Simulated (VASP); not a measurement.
# Os (P6_3/mmc) in VASP: a series of runs

The runs below take Os through single point, with PBE.

Program: VASP 6.6.1. These are calculated values, not measurements. Logs are shortened: lines on timing, memory, paths and dates and some standing lists are left out, and cuts for length are marked.

**1. The cell of the first run**

The structure is hexagonal, space group P6_3/mmc (No. 194). The conventional cell has a = 2.309 Å, b = 2.309 Å, c = 3.712 Å, α = 90.00°, β = 90.00°, γ = 120.00°. Within 3.0 Å of Os (site symmetry -6m2) lie 12 Os at 2.29 to 2.31 Å.

**2. Single point, PBE (8.57 Å³/atom)**

Contents of INCAR:

```
SYSTEM = Os
  PREC = Accurate
  ENCUT = 520
  EDIFF = 1E-7
  ISMEAR = -1
  SIGMA = 0.08
  LREAL = .False.
  LASPH = .True.
  NELM = 60
  ALGO = Normal
  ISIF = 2
  LWAVE = .False.
  LCHARG = .False.
  GGA = PE
  NBANDS = 15
```

Contents of KPOINTS:

```
Automatic mesh
0
Gamma
  18 18 10
  0 0 0
```

Contents of POSCAR:

```
Os
1.0
    2.3086753489      0.0000000000      0.0000000000
   -1.1543376744      1.9993715012      0.0000000000
    0.0000000000      0.0000000000      3.7122876259
Os
2
Direct
    0.3333333333      0.6666666667      0.2500000000
    0.6666666667      0.3333333333      0.7500000000
```

Potentials or basis: VASP PAW PBE potentials, release 64 (Os).

Launch:

```bash
cat potpaw_PBE.64/Os/POTCAR > POTCAR
mpirun -np 1 vasp_std > vasp.out
```

OUTCAR:

```text
SYSTEM = Os
   PREC = Accurate
   ENCUT = 520
   EDIFF = 1E-7
   ISMEAR = -1
   LREAL = .False.
   LASPH = .True.
   NELM = 60
   ISIF = 2
   GGA = PE

 ion  position               nearest neighbor table
   1  0.333  0.667  0.250-   2 2.29   2 2.29   2 2.29   2 2.29   2 2.29   2 2.29   2 3.25   2 3.25
                             2 3.25   2 3.25   2 3.25   2 3.25
   2  0.667  0.333  0.750-   1 2.29   1 2.29   1 2.29   1 2.29   1 2.29   1 2.29   1 3.25   1 3.25
                             1 3.25   1 3.25   1 3.25   1 3.25

  LATTYP: Found a hexagonal cell.
 ALAT       =     2.3086753489
 C/A-ratio  =     1.6079729996

  Lattice vectors:

 A1 = (   2.3086753489,   0.0000000000,   0.0000000000)
 A2 = (  -1.1543376744,   1.9993715012,   0.0000000000)
 A3 = (   0.0000000000,   0.0000000000,   3.7122876259)

Analysis of symmetry for initial positions (statically):
=====================================================================
 Subroutine PRICEL returns:
 Original cell was already a primitive cell.

 Routine SETGRP: Setting up the symmetry group for a
 hexagonal supercell.

 Subroutine GETGRP returns: Found 24 space group operations
 (whereof 12 operations were pure point group operations)
 out of a pool of 24 trial point group operations.

The static configuration has the point symmetry D_3d.
 The point group associated with its full space group is D_6h.

Analysis of symmetry for dynamics (positions and initial velocities):
=====================================================================
 Subroutine PRICEL returns:
 Original cell was already a primitive cell.

 Routine SETGRP: Setting up the symmetry group for a
 hexagonal supercell.

 Subroutine GETGRP returns: Found 24 space group operations
 (whereof 12 operations were pure point group operations)
 out of a pool of 24 trial point group operations.

The dynamic configuration has the point symmetry D_3d.
 The point group associated with its full space group is D_6h.

 Subroutine INISYM returns: Found 24 space group operations
 (whereof 12 operations are pure point group operations),
 and found     1 'primitive' translations

----------------------------------------------------------------------------------------

                                     Primitive cell

  volume of cell :      17.1355

  direct lattice vectors                    reciprocal lattice vectors
     2.308675349  0.000000000  0.000000000     0.433148819  0.250078587  0.000000000
    -1.154337674  1.999371501  0.000000000     0.000000000  0.500157174  0.000000000
     0.000000000  0.000000000  3.712287626     0.000000000  0.000000000  0.269375679

  length of vectors
     2.308675349  2.308675349  3.712287626     0.500157174  0.500157174  0.269375679

  position of ions in fractional coordinates (direct lattice)
     0.333333333  0.666666667  0.250000000
     0.666666667  0.333333333  0.750000000

  ion indices of the primitive-cell ions
   primitive index   ion index
                 1           1
                 2           2

----------------------------------------------------------------------------------------

 KPOINTS: Automatic mesh

Automatic generation of k-mesh.
 Grid dimensions read from file:
 generate k-points for:   18   18   10

 Generating k-lattice:

  Cartesian coordinates                     Fractional coordinates (reciprocal lattice)
     0.024063823  0.013893255  0.000000000     0.055555556 -0.000000000  0.000000000
     0.000000000  0.027786510  0.000000000     0.000000000  0.055555556  0.000000000
     0.000000000  0.000000000  0.026937568     0.000000000  0.000000000  0.100000000

  Length of vectors
     0.027786510  0.027786510  0.026937568

  Shift w.r.t. Gamma in fractional coordinates (k-lattice)
     0.000000000  0.000000000  0.000000000

 Subroutine IBZKPT returns following result:
 ===========================================

 Found    222 irreducible k-points:

 Following reciprocal coordinates:
            Coordinates               Weight
  0.000000  0.000000  0.000000      1.000000
  0.055556 -0.000000  0.000000      6.000000
  0.111111 -0.000000  0.000000      6.000000
  0.166667 -0.000000  0.000000      6.000000
  0.222222 -0.000000  0.000000      6.000000
  0.277778 -0.000000  0.000000      6.000000
[... 16 lines left out ...]
  0.333333  0.111111  0.000000     12.000000
  0.388889  0.111111  0.000000     12.000000
 [... further k-points ...]
   k-points           NKPTS =    222   k-points in BZ     NKDIM =    222   number of bands    NBANDS=     15
   number of dos      NEDOS =    301   number of ions     NIONS =      2
   total plane-waves  NPLWV =   9072
   dimension x,y,z NGX =    18 NGY =   18 NGZ =   28
   dimension x,y,z NGXF=    36 NGYF=   36 NGZF=   56
   ions per type =               2
   NGX,Y,Z   is equivalent  to a cutoff of  12.96, 12.96, 12.54 a.u.
   NGXF,Y,Z  is equivalent  to a cutoff of  25.92, 25.92, 25.08 a.u.
 SYSTEM =  Os
   PREC   = accura    normal or accurate (medium, high low for compatibility)
   ISTART =      0    job   : 0-new  1-cont  2-samecut
   ICHARG =      2    charge: 1-file 2-atom 10-const
   ISPIN  =      1    spin polarized calculation?
   LNONCOLLINEAR =      F non collinear calculations
   LSORBIT =      F    spin-orbit coupling
   LASPH  =      T    aspherical Exc in radial PAW
   ENCUT  =  520.0 eV  38.22 Ry    6.18 a.u.   4.29  4.29  6.90*2*pi/ulx,y,z
   NELM   =     60;   NELMIN=  2; NELMDL= -5     # of ELM steps
   EDIFF  = 0.1E-06   stopping-criterion for ELM
   LREAL  =      F    real-space projection
   EDIFFG = 0.1E-05   stopping-criterion for IOM
   NSW    =      0    number of steps for IOM
   IBRION =     -1    ionic relax: 0-MD 1-quasi-New 2-CG
   NFREE  =      0    steps in history (QN), initial steepest desc. (CG)
   ISIF   =      2    stress and relaxation
   ISYM   =      2    0-nonsym 1-usesym 2-fastsym
   POTIM  = 0.5000    time-step for ionic-motion
   TEBEG  =    0.0;   TEEND  =   0.0 temperature during run
   PSTRESS=    0.0 pullay stress
   NELECT =      16.0000    total number of electrons
   NUPDOWN=      -1.0000    fix difference up-down
   EMIN   =  10.00;   EMAX   =-10.00  energy-range for DOS
   EFERMI =   0.00;   METHOD = LEGACY
   ISMEAR =    -1;   SIGMA  =   0.08  broadening in eV -4-tet -1-fermi 0-gaus
   EFERMI_NEDOS =   21; number of points for ismear=-14 and -15
   IALGO  =     38    algorithm
   IMIX   =      4    mixing-type and parameters
     AMIX     =   0.40;   BMIX     =  1.00
     AMIX_MAG =   1.60;   BMIX_MAG =  1.00
  volume/ion in A,a.u.               =       8.57        57.82
  Fermi-wavevector in a.u.,A,eV,Ry     =   1.600106  3.023762 34.835542  2.560340
  Thomas-Fermi vector in A             =   2.697294
   LORBIT       =      0    0 simple, 1 ext, 2 COOP (PROOUT), +10 PAW based schemes
   GGA     = PE    functional components
   LHFCALC =     F    Hartree Fock is set to
   AEXX    =    0.0000 exact exchange contribution
   IVDW    =     0    specifies the selected vdW correction
   LEPSILON=     F    determine dielectric tensor
   LRPA    =     F    only Hartree local field effects (RPA)
 non-spin polarized calculation
  energy-cutoff  :      520.00
  volume of cell :       17.14
 maximum number of plane-waves:       494
 NGX is ok and might be reduce to    18
   NGX =  9   NGY =  9   NGZ = 13

 number of electron      16.0000001 magnetization

 Free energy of the ion-electron system (eV)
  ---------------------------------------------------
  ext. energy  EPLUGINS =         0.00000000
  ---------------------------------------------------
  free energy    TOTEN  =        -7.31950941 eV

  energy without entropy =       -7.30521805  energy(sigma->0) =       -7.31236373

 E-fermi :  18.9305     XC(G=0): -17.0147

 val. band max:       18.9005455112   @ k =   0.1667   0.1111   0.3000
 cond. band min:      18.9342549304   @ k =   0.3333   0.0556   0.3000
 fundamental gap:      0.0337094193
 Fermi energy:        18.9305185915

 k-point     1 :       0.0000    0.0000    0.0000
  band No.  band energies     occupation
      1       3.4199      2.00000
      2       5.0176      2.00000
      3      12.4637      2.00000
      4      12.4637      2.00000
      5      12.6586      2.00000
      6      14.2206      2.00000
      7      14.2206      2.00000
      8      15.9038      2.00000
      9      15.9038      2.00000
     10      20.1792      0.00000
     11      21.9452      0.00000
     12      21.9452      0.00000
     13      31.6837      0.00000
     14      33.3400      0.00000
     15      34.9580      0.00000

 k-point     2 :       0.0556   -0.0000    0.0000
  band No.  band energies     occupation
      1       3.6641      2.00000
      2       5.2445      2.00000
      3      11.8218      2.00000
      4      12.6835      2.00000
      5      13.2132      2.00000
      6      14.0471      2.00000
      7      14.4370      2.00000
      8      15.5373      2.00000
      9      15.6898      2.00000
     10      18.7515      1.80708
     11      22.1335      0.00000
     12      23.7016      0.00000
     13      32.2332      0.00000
     14      33.6896      0.00000
     15      35.3039      0.00000

 k-point     3 :       0.1111   -0.0000    0.0000
  band No.  band energies     occupation
      1       4.3502      2.00000
      2       5.8533      2.00000
      3      11.0173      2.00000
      4      13.3352      2.00000
      5      13.5113      2.00000
      6      14.0075      2.00000
      7      14.3542      2.00000
      8      15.0770      2.00000
      9      15.1433      2.00000
     10      17.3398      2.00000
     11      22.5988      0.00000
     12      26.2135      0.00000
     13      33.7795      0.00000
     14      34.4928      0.00000
     15      36.2252      0.00000

 k-point     4 :       0.1667   -0.0000    0.0000
  band No.  band energies     occupation
      1       5.3214      2.00000
      2       6.5639      2.00000
      3      10.4167      2.00000
      4      12.6276      2.00000
      5      13.0180      2.00000
      6      14.3953      2.00000
      7      14.4404      2.00000
      8      14.9333      2.00000
      9      16.1118      2.00000
     10      16.4557      2.00000
     11      23.1569      0.00000
     12      28.7621      0.00000
     13      34.9628      0.00000
     14      36.1462      0.00000
     15      37.0310      0.00000
[... 307 lines left out ...]
 k-point    22 :       0.2778    0.1111    0.0000
  band No.  band energies     occupation
      1       6.5215      2.00000
      2       7.7996      2.00000
      3       7.9711      2.00000
      4      11.7248      2.00000
      5      11.9108      2.00000
      6      13.8043      2.00000
      7      15.0897      2.00000
      8      18.4317      1.99609
      9      20.5946      0.00000
     10      23.1724      0.00000
     11      23.7842      0.00000
     12      33.4079      0.00000
     13      34.7546      0.00000
     14      36.7250      0.00000
     15      37.6546      0.00000

 k-point    23 :       0.3333    0.1111    0.0000
  band No.  band energies     occupation
      1       5.9984      2.00000
      2       6.8853      2.00000
      3       7.9045      2.00000
      4      11.7457      2.00000
      5      13.1595      2.00000
      6      14.5518      2.00000
      7      14.6804      2.00000
      8      20.3063      0.00000
      9      22.1312      0.00000
     10      23.9015      0.00000
     11      25.4481      0.00000
     12      33.5045      0.00000
     13      33.9757      0.00000
     14      34.9493      0.00000
     15      36.0320      0.00000

 k-point    24 :       0.3889    0.1111    0.0000
  band No.  band energies     occupation
      1       5.6651      2.00000
      2       6.3237      2.00000
      3       7.7903      2.00000
      4      11.6822      2.00000
      5      14.1749      2.00000
      6      14.2547      2.00000
      7      15.3227      2.00000
      8      22.1544      0.00000
      9      23.1423      0.00000
     10      23.9614      0.00000
     11      27.4793      0.00000
     12      32.3074      0.00000
     13      33.4810      0.00000
     14      34.0180      0.00000
     15      34.3157      0.00000

 [... further k-points ...]
[... 5 lines left out ...]
  --------------------------------------------------------------------------------------
  -------------------------------------------------------------------------------------
  Total       72.8246476     72.8246476     72.6055700      0.0000000      0.0000000      0.0000000
  in kB     6809.1200863   6809.1200860   6788.6362799      0.0000002      0.0000000      0.0000000
  external PRESSURE =    6802.2921508 kB  Pullay stress =       0.0000000 kB

 VOLUME and BASIS-vectors are now :
 -----------------------------------------------------------------------------
  energy-cutoff  :      520.00
  volume of cell :       17.14
      direct lattice vectors                 reciprocal lattice vectors
     2.308675349  0.000000000  0.000000000     0.433148819  0.250078587  0.000000000
    -1.154337674  1.999371501  0.000000000     0.000000000  0.500157174  0.000000000
     0.000000000  0.000000000  3.712287626     0.000000000  0.000000000  0.269375679

 POSITION                                       TOTAL-FORCE (eV/Angst)
 -----------------------------------------------------------------------------------
     -0.00000      1.33291      0.92807        -0.000000     -0.000000      0.000000
      1.15434      0.66646      2.78422         0.000000      0.000000      0.000000
 -----------------------------------------------------------------------------------
    total drift:                                0.000000     -0.000000     -0.000000

  FREE ENERGIE OF THE ION-ELECTRON SYSTEM (eV)
  ---------------------------------------------------
  free  energy   TOTEN  =        -7.3195094120 eV

  energy  without entropy=       -7.3052180512  energy(sigma->0) =       -7.31236373
```

Run time: 32 s. Hardware: 1 thread of Intel Xeon Platinum 8488C (Sapphire Rapids), shared host; peak memory 0.17 GiB.

The run converged, but its numbers aren't listed here, since they failed a check.

Caveat: the cell stands under pressure; spin-orbit coupling is left out, which moves the levels of the heavy elements.

**3. Single point, PBE (9.71 Å³/atom)**

This run uses another cell than the first one, of 9.71 Å³/atom.

Changes to INCAR since step 2:

```diff
@@ -3,3 +3,3 @@
   ENCUT = 520
-  EDIFF = 1E-7
+  EDIFF = 1E-6
   ISMEAR = -1
@@ -8,3 +8,3 @@
   LASPH = .True.
-  NELM = 60
+  NELM = 80
   ALGO = Normal
```

KPOINTS is that of step 2.

Contents of POSCAR:

```
Os
1.0
    2.4094611552      0.0000000000      0.0000000000
   -1.2047305776      2.0866545698      0.0000000000
    0.0000000000      0.0000000000      3.8626481808
Os
2
Direct
    0.3333333333      0.6666666667      0.2500000000
    0.6666666667      0.3333333333      0.7500000000
```

Potentials or basis: VASP PAW PBE potentials, release 64 (Os).

Launch:

```bash
cat potpaw_PBE.64/Os/POTCAR > POTCAR
mpirun -np 1 vasp_std > vasp.out
```

It took 28 s on 1 thread of Intel Xeon Platinum 8488C (Sapphire Rapids), shared host; peak memory 0.17 GiB.

Results (log left out):

- Free energy: -14.7696 eV
- Pressure: 389.7 GPa
- Band gap on the k mesh: zero (bands 8 and 9 overlap by 7.10 eV)

Stress tensor (GPa, compression positive):
```
389.89   0.00   0.00
  0.00 389.89   0.00
  0.00   0.00 389.18
```

Levels at points of the mesh, in eV from the Fermi level:
| k point | band 4 | band 5 | band 6 | band 7 | band 8 | band 9 | band 10 | band 11 | band 12 | band 13 |
| --- | --- | --- | --- | --- | --- | --- | --- | --- | --- | --- |
| (0.00, 0.00, 0.00) | -5.31 | -5.11 | -3.86 | -3.86 | -2.48 | -2.48 | 0.57 | 2.73 | 2.73 | 13.35 |
| (0.50, 0.00, 0.00) | -5.95 | -4.09 | -3.43 | -3.02 | 3.91 | 4.83 | 4.89 | 7.76 | 9.34 | 13.49 |
| (0.00, 0.00, 0.50) | -5.53 | -5.53 | -5.53 | -5.52 | -5.52 | 1.61 | 1.61 | 1.61 | 1.61 | 13.24 |
| (0.50, 0.00, 0.50) | -9.12 | -2.04 | -2.04 | 0.30 | 0.30 | 4.47 | 4.47 | 5.64 | 5.64 | 13.91 |

Caveat: the cell stands under pressure; spin-orbit coupling is left out, which moves the levels of the heavy elements.

(Part 1 of 2 ends here.)
